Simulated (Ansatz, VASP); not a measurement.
**AlIn7 in VASP and in Ansatz**

```
Al In
1.0
     0.00000    5.57088    5.57088
     5.57088    0.00000    5.57088
     5.57088    5.57088    0.00000
Al In
1 7
Direct
  0.50000 0.50000 0.50000
  0.25752 0.74248 0.74248
  0.74248 0.25752 0.25752
  0.74248 0.25752 0.74248
  0.25752 0.74248 0.25752
  0.74248 0.74248 0.25752
  0.25752 0.25752 0.74248
  0.00000 0.00000 0.00000
```

Alike in both runs: functional PBE; k mesh 3 × 3 × 3; occupations gaussian, width 0.2 eV; no spin polarisation.

Ansatz relaxed the structure, and its values are those at the end. VASP's run is a single point on that final structure, the one shown.

|  | VASP | Ansatz |
| --- | --- | --- |
| version | VASP 6.6.1 | Ansatz 0.2.0 |
| potentials or method | VASP PAW PBE potentials, release 64 (Al, In_d), cutoff 520 eV | scalar-relativistic, plane waves, PAW |
| valence electrons in the cell | 94 | 94 |

|  | VASP | Ansatz | Ansatz less VASP |
| --- | --- | --- | --- |
| gap on the k mesh at the Fermi level (eV) | none | none | - |
| pressure (GPa) | 0.3 | 0.3 | +0.04 |
| rms of the force components (eV/Å) | 0.018 | 0.015 | -0.0024 |

A gap of «none» marks a metal or a gap that the smearing closes.
